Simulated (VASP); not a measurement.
Write the native input for VASP 6.6.1 that does the following.

```
Task                   : relaxation of cell and atoms
Functional             : PBE
Potentials or basis    : VASP PAW PBE potentials, release 64 (B)
Cutoff                 : 600 eV
k mesh                 : 24 × 24 × 28
Occupations            : gaussian, width 0.1 eV
Spin                   : no spin polarisation
Dipole correction      : no
Further INCAR settings : ALGO = Normal; EDIFF = 1e-06; IBRION = 2; EDIFFG = -0.01; NSW = 100; ISIF = 3
```

The structure of B lies in POSCAR:

```
B
1.0
    2.9981578472      0.0000000000      0.0000000000
   -1.4990789236      2.5964808602      0.0000000000
    0.0000000000      0.0000000000      1.9615310229
B
2
Direct
    0.3333333333      0.6666666667      0.0000000000
    0.6666666667      0.3333333333      0.0000000000
```

The cell was built from a structure type or drawn by symmetry, and may not be a known phase.

These files were run (other wordings do the same):

INCAR

```
PREC = Accurate ; ENCUT = 600
EDIFF = 1E-6 ; ISMEAR = 0
SIGMA = 0.1 ; LREAL = False
LASPH = True ; NELM = 60
ALGO = Normal ; ISIF = 3
LWAVE = False ; LCHARG = False
GGA = PE ; IBRION = 2
NSW = 100 ; EDIFFG = -0.01
```

KPOINTS

```
Automatic mesh
0
Gamma
  24 24 28
```

Potentials or basis: VASP PAW PBE potentials, release 64 (B).

Command:

```console
$ cat potpaw_PBE.64/B/POTCAR > POTCAR
$ mpirun -np 1 vasp_std > vasp.out
```

Results of the run:

```yaml
Relaxed_volume: 7.60 Å³/atom
Relaxed_cell: a = 3.011 Å, b = 3.011 Å, c = 1.935 Å, α = 90.00°, β = 90.00°, γ = 120.00°
Space_group_after_relaxing_to_0.1_Å: P6/mmm (No. 191)
Energy_gained_by_relaxing: 1.6 meV/atom
Ionic_steps: 4
Pressure_after_relaxing: 0.0 GPa
Band_gap_on_the_k_mesh: zero (bands 3 and 4 overlap by 5.05 eV)
```

Run time: 3.1 min on 1 thread of Intel Xeon 8259CL, with other jobs on the host, peak memory 0.21 GiB.
